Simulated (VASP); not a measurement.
MgF2 (Sellaite): single point with PBEsol

The system is MgF2 (Sellaite).

```
Mg F
1.0
     4.62500    0.00000    0.00000
     0.00000    4.62500    0.00000
     0.00000    0.00000    3.05200
Mg F
2 4
Direct
  0.00000 0.00000 0.00000
  0.50000 0.50000 0.50000
  0.30300 0.30300 0.00000
  0.19700 0.80300 0.50000
  0.69700 0.69700 0.00000
  0.80300 0.19700 0.50000
```

* Program: VASP 6.6.1
* Task: single point
* Functional: PBEsol
* Potentials or basis: VASP PAW PBE potentials, release 64 (Mg, F)
* Cutoff: 600 eV
* k mesh: 4 × 4 × 6
* Occupations: gaussian, width 0.01 eV
* Spin: no spin polarisation
* Dipole correction: no
* Further INCAR settings: ALGO = Normal; EDIFF = 1e-06; NBANDS = 25

The pressure is 0.0 GPa, the largest force is 0.016 eV/Å and the band gap on the k mesh is 6.92 eV, direct.

Forces on the atoms (eV/Å):
```
Mg   0.000  0.000  0.000
Mg   0.000  0.000  0.000
F    0.011  0.011  0.000
F   -0.011  0.011  0.000
F   -0.011 -0.011  0.000
F    0.011 -0.011  0.000
```

Levels at points of the mesh, in eV from the valence-band top:
| k point | band 13 | band 14 | band 15 | band 16 | band 17 | band 18 | band 19 | band 20 |
| --- | --- | --- | --- | --- | --- | --- | --- | --- |
| (0.00, 0.00, 0.00) | -0.73 | -0.32 | -0.32 | 0.00 | 6.92 | 12.04 | 12.04 | 13.54 |
| (0.50, 0.00, 0.00) | -0.99 | -0.99 | -0.38 | -0.38 | 9.34 | 9.34 | 13.30 | 13.30 |
| (0.50, 0.50, 0.00) | -0.96 | -0.96 | -0.78 | -0.78 | 11.06 | 11.06 | 11.12 | 11.12 |
| (0.00, 0.00, 0.50) | -1.17 | -1.17 | -0.87 | -0.87 | 11.67 | 11.67 | 14.74 | 14.74 |
| (0.50, 0.00, 0.50) | -0.74 | -0.74 | -0.67 | -0.67 | 12.55 | 12.55 | 13.30 | 13.30 |
| (0.50, 0.50, 0.50) | -0.61 | -0.61 | -0.49 | -0.49 | 13.12 | 13.12 | 13.14 | 13.14 |

Wall time 32 s on 1 thread of Intel(R) Xeon(R) Platinum 8375C CPU @ 2.90GHz (Ice Lake), on a shared host, peak memory 0.2 GiB.

Caveat: the PAW data sets were made with another functional, which shifts forces and pressure a little. A hybrid or GW would open this gap; PBEsol tends to underestimate it.
